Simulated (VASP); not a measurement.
**Ti: electric field gradients with PBE**

Crystal: Ti.

```
CELL_PARAMETERS angstrom
-1.60384 1.60384 1.60384
1.60384 -1.60384 1.60384
1.60384 1.60384 -1.60384
ATOMIC_POSITIONS crystal
Ti 0.00000 0.00000 0.00000
```

This cell differs from its parent crystal: functional pbe, volume scaled by 0.96.

* Program: VASP 6.6.1
* Task: electric field gradients
* Functional: PBE
* Potentials or basis: VASP PAW PBE potentials, release 64 (Ti_sv)
* Cutoff: 520 eV
* k mesh: 18 × 18 × 18
* Occupations: fermi-dirac, width 0.05 eV
* Spin: no spin polarisation
* Dipole correction: no
* Further INCAR settings: ALGO = Normal; EDIFF = 1e-08; NBANDS = 12

```
Pressure               : 4.8 GPa
Band gap on the k mesh : zero (band 6 reaches 9.66 eV, above the bottom of band 7 at 8.04 eV)
```

Levels at points of the mesh, in eV from the Fermi level:
```csv
k point,band 3,band 4,band 5,band 6,band 7,band 8,band 9,band 10
"(0.00, 0.00, 0.00)",-32.23,-32.23,-6.06,1.03,1.03,1.03,2.90,2.90
"(0.50, 0.00, 0.00)",-32.47,-32.23,-2.58,-0.45,1.30,2.90,3.28,4.55
"(0.50, 0.50, 0.50)",-32.76,-32.76,-2.28,-2.28,4.17,4.17,4.17,8.81
```

It took 20 s on 1 thread of Intel(R) Xeon(R) Platinum 8488C (Sapphire Rapids), with other jobs on the host, peak memory 0.16 GiB.

Caveat: without QUAD_EFG the Cq values of the log hold for a quadrupole moment of 1 mb, not for the nuclei.
